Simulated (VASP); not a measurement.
Runs of VASP 6.6.1 on SnO. The structure is that of space group Pmn2_1 (No. 31), or close to it. The cells are those of the table. 

```csv
cell,gap on the mesh (eV),pressure (GPa),largest force (eV/Å)
"a = 3.399, b = 5.749, c = 4.278 Å, 4 atoms",1.63,-5.4,0.86
"a = 3.287, b = 5.558, c = 4.136 Å, 4 atoms",1.49,2.1,0.57
"a = 3.421, b = 5.785, c = 4.305 Å, 4 atoms",(a),(b),1.08
"a = 3.310, b = 5.597, c = 4.165 Å, 4 atoms",1.52,(d),0.24
"a = 3.377, b = 5.712, c = 4.250 Å, 4 atoms",1.60,-4.2,0.61
"a = 3.355, b = 5.674, c = 4.222 Å, 4 atoms",1.58,-2.9,0.35
"a = 3.332, b = 5.636, c = 4.194 Å, 4 atoms",(c),-1.4,0.10
```

Alike in all rows: task single point; level PBEsol; potentials or basis VASP PAW PBE potentials, release 64 (Sn_d, O); no spin polarisation; k mesh 6 × 4 × 6; cutoff (eV) 520; smearing fermi-dirac 0.02 eV.

Problem. Estimate the missing entries.

Solution. (a) 1.65; (b) -6.5; (c) 1.55; (d) 0.3.

Caveats: the PAW data sets were made with another functional, which shifts forces and pressure a little; spin-orbit coupling is left out, which moves the levels of the heavy elements; the cell stands under tension (at least some runs).

A k mesh can miss the band edges, and the runs leave out spin-orbit coupling on Sn.
